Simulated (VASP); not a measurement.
Here is a VASP 6.6.1 calculation.

File INCAR:

```
SYSTEM = Ca3AsPb
  ALGO = Normal
  EDIFF = 1E-7
  ENCUT = 520
  GGA = PE
  ISIF = 2
  ISMEAR = -1
  LASPH = .TRUE.
  LCHARG = .FALSE.
  LREAL = .FALSE.
  LWAVE = .FALSE.
  NBANDS = 32
  NELM = 100
  PREC = Accurate
  SIGMA = 0.1
```

File KPOINTS:

```
k-points
0
G
  4 4 4
  0 0 0
```

POSCAR

```
Ca3AsPb
1.0
    5.5780276704      0.0000000000      0.0000000000
    0.0000000000      5.5780276704      0.0000000000
    0.0000000000      0.0000000000      5.5780276704
Pb As Ca
1 1 3
Direct
    0.0000000000      0.0000000000      0.0000000000
    0.5000000000      0.5000000000      0.5000000000
    0.5000000000      0.5000000000      0.0000000000
    0.0000000000      0.5000000000      0.5000000000
    0.5000000000      0.0000000000      0.5000000000
```

Potentials or basis: VASP PAW PBE potentials, release 64 (Pb_d, As, Ca_sv).

Run with:

```console
$ cat potpaw_PBE.64/Pb_d/POTCAR potpaw_PBE.64/As/POTCAR potpaw_PBE.64/Ca_sv/POTCAR > POTCAR
$ mpirun -np 1 vasp_std > vasp.out
```

**Question.** What does it give for the pressure?

**Answer.** -0.2 GPa.

**Question.** Estimate the band gap on the k mesh.

**Answer.** Zero (an odd number of electrons rules out a gap without spin polarisation).

Caveat: spin-orbit coupling is left out, which moves the levels of the heavy elements.
